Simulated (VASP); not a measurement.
The system is Be.

```
CELL_PARAMETERS angstrom
-1.23188 1.23188 1.23188
1.23188 -1.23188 1.23188
1.23188 1.23188 -1.23188
ATOMIC_POSITIONS crystal
Be 0.00000 0.00000 0.00000
```

This isn't the form of Be at room conditions, which is hcp.

```yaml
Program: VASP 6.6.1
Task: relaxation of cell and atoms
Functional: SCAN
Potentials_or_basis: VASP PAW PBE potentials, release 64 (Be)
Cutoff: 650 eV
k_mesh: 21 × 21 × 21
Occupations: methfessel-paxton, width 0.05 eV
Spin: no spin polarisation
```

At the start: pressure 5.6 GPa; volume 7.48 Å³/atom.

Q: How do energy, volume and symmetry change on relaxing?

A: Over 5 steps the energy falls by 5.5 meV/atom and the volume is 7.79 Å³/atom (+4.2 %); space group Im-3m (No. 229, to 0.1 Å) before and after.

The path:
| step | energy change (eV) | largest force (eV/Å) | pressure (GPa) | volume (Å³) |
| --- | --- | --- | --- | --- |
| 1 | 0.0000 | 0.0000 | 5.55 | 7.48 |
| 2 | -0.0054 | 0.0000 | 0.55 | 7.76 |
| 3 | -0.0055 | 0.0000 | 0.03 | 7.79 |
| 4 | -0.0055 | 0.0000 | 0.02 | 7.79 |
| 5 | -0.0055 | 0.0000 | 0.02 | 7.79 |

Final structure:
```
CELL_PARAMETERS angstrom
-1.24899 1.24899 1.24899
1.24899 -1.24899 1.24899
1.24899 1.24899 -1.24899
ATOMIC_POSITIONS crystal
Be 0.00000 0.00000 0.00000
```

Caveat: the PAW data sets were made with another functional, which shifts forces and pressure a little.
